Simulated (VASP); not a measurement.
Input of a VASP 6.6.1 run:

File INCAR:

```
SYSTEM = Cu
PREC = Accurate ; ENCUT = 520
EDIFF = 1E-7 ; ISMEAR = 0
SIGMA = 0.15 ; LREAL = .FALSE.
LASPH = .TRUE. ; NELM = 100
ALGO = Normal ; ISIF = 2
LWAVE = .FALSE. ; LCHARG = .TRUE.
GGA = PE ; LELF = .TRUE.
LVHAR = .TRUE. ; NBANDS = 12
```

File KPOINTS:

```
Automatic mesh
0
G
  24 24 24
  0 0 0
```

File POSCAR:

```
Cu
1.0
    0.0000000000      1.7814451925      1.7814451925
    1.7814451925      0.0000000000      1.7814451925
    1.7814451925      1.7814451925      0.0000000000
Cu
1
Direct
    0.0000000000      0.0000000000      0.0000000000
```

Potentials or basis: VASP PAW PBE potentials, release 64 (Cu).

The run is started by

```console
$ cat potpaw_PBE.64/Cu/POTCAR > POTCAR
$ mpirun -np 1 vasp_std > vasp.out
```

Q: What does it give for the pressure?

A: 9.6 GPa.
